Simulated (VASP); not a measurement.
Write the native input for VASP 6.6.1 that does the following.

```
Task                   : single point
Functional             : PBEsol
Potentials or basis    : VASP PAW PBE potentials, release 64 (Co, W_sv)
Cutoff                 : 520 eV
k mesh                 : 10 × 10 × 10
Occupations            : gaussian, width 0.15 eV
Spin                   : no spin polarisation
Dipole correction      : no
Further INCAR settings : ALGO = Normal; EDIFF = 1e-06; NBANDS = 34
```

The structure of CoW3 lies in POSCAR:

```
CoW3
1.0
    3.8582450427      0.0000000000      0.0000000000
    0.0000000000      3.8582450427      0.0000000000
    0.0000000000      0.0000000000      3.8582450427
Co W
1 3
Direct
    0.0000000000      0.0000000000      0.0000000000
    0.0000000000      0.5000000000      0.5000000000
    0.5000000000      0.0000000000      0.5000000000
    0.5000000000      0.5000000000      0.0000000000
```

The input as run:

INCAR

```
SYSTEM = CoW3
PREC = Accurate
ENCUT = 520
EDIFF = 1E-6
ISMEAR = 0
SIGMA = 0.15
LREAL = .False.
LASPH = .True.
NELM = 60
ALGO = Normal
ISIF = 2
LWAVE = .False.
LCHARG = .True.
GGA = PS
LELF = .True.
LVHAR = .True.
NBANDS = 34
```

KPOINTS

```
Automatic mesh
0
Gamma
  10 10 10
  0 0 0
```

Potentials or basis: VASP PAW PBE potentials, release 64 (Co, W_sv).

Command:

```console
$ cat potpaw_PBE.64/Co/POTCAR potpaw_PBE.64/W_sv/POTCAR > POTCAR
$ mpirun -np 1 vasp_std > vasp.out
```

Results of the run:

| Item | Value |
| --- | --- |
| Pressure | 0.8 GPa |

Caveat: the PAW data sets were made with another functional, which shifts forces and pressure a little.

Run time: 78 s on 1 thread of AMD EPYC 7R13 Processor (Zen 3), with other jobs on the host, peak memory 0.2 GiB.
